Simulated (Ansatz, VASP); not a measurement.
# One calculation of Cu, two programs

File INCAR:

```
SYSTEM = Cu
PREC = Accurate
ENCUT = 600
EDIFF = 1E-6
ISMEAR = -1
SIGMA = 0.08
LREAL = .FALSE.
LASPH = .TRUE.
NELM = 60
ALGO = Normal
ISIF = 3
LWAVE = .FALSE.
LCHARG = .FALSE.
GGA = CA
IBRION = 2
NSW = 60
EDIFFG = -0.005
```

Contents of KPOINTS:

```
Automatic mesh
0
G
  21 21 21
  0 0 0
```

Contents of POSCAR:

```
Cu
1.0
    0.0000000000      1.7588396277      1.7588396277
    1.7588396277      0.0000000000      1.7588396277
    1.7588396277      1.7588396277      0.0000000000
Cu
1
Direct
    0.0000000000      0.0000000000      0.0000000000
```

Input for Ansatz:

```yaml
crystal:
  lattice:
    - [0.0, 1.7588396277, 1.7588396277]
    - [1.7588396277, 0.0, 1.7588396277]
    - [1.7588396277, 1.7588396277, 0.0]
  atoms:
    - { symbol: Cu, position: [0.0, 0.0, 0.0] }
kpoints:
  mp_grid: { grid: [21, 21, 21] }
scf:
  occupations: { method: fermi_dirac, width: 0.08 }
hamiltonian:
  xc: lda
  pseudopotentials: { kind: paw }
output:
  forces: true
  stress: true
relax:
  f_tol: 0.005
  max_steps: 40
  cell: {}
```

Alike in both runs: task relaxation of cell and atoms; functional LDA; k mesh 21 × 21 × 21; occupations fermi-dirac, width 0.08 eV; no spin polarisation.

|  | VASP | Ansatz |
| --- | --- | --- |
| version | VASP 6.6.1 | Ansatz 0.2.0 |
| potentials or method | VASP PAW LDA potentials, release 64 (Cu) | PAW with Ansatz's default frozen-core files, scalar-relativistic |
| plane-wave cutoff (eV) | 600 | 420 |
| valence electrons in the cell | 11 | 19 |

```tsv
	VASP	Ansatz	Ansatz less VASP
relaxed volume (Å³/atom)	10.94	10.88	-0.052
relaxed cell length with the largest relative difference (Å)	2.491	2.487	-0.0040
```

LDA's correlation is that of Perdew and Zunger in VASP and of Perdew and Wang (1992) in Ansatz. VASP's potentials hold 11 valence electrons a cell and Ansatz's 19, so a difference there can come from the potentials and not from the codes.
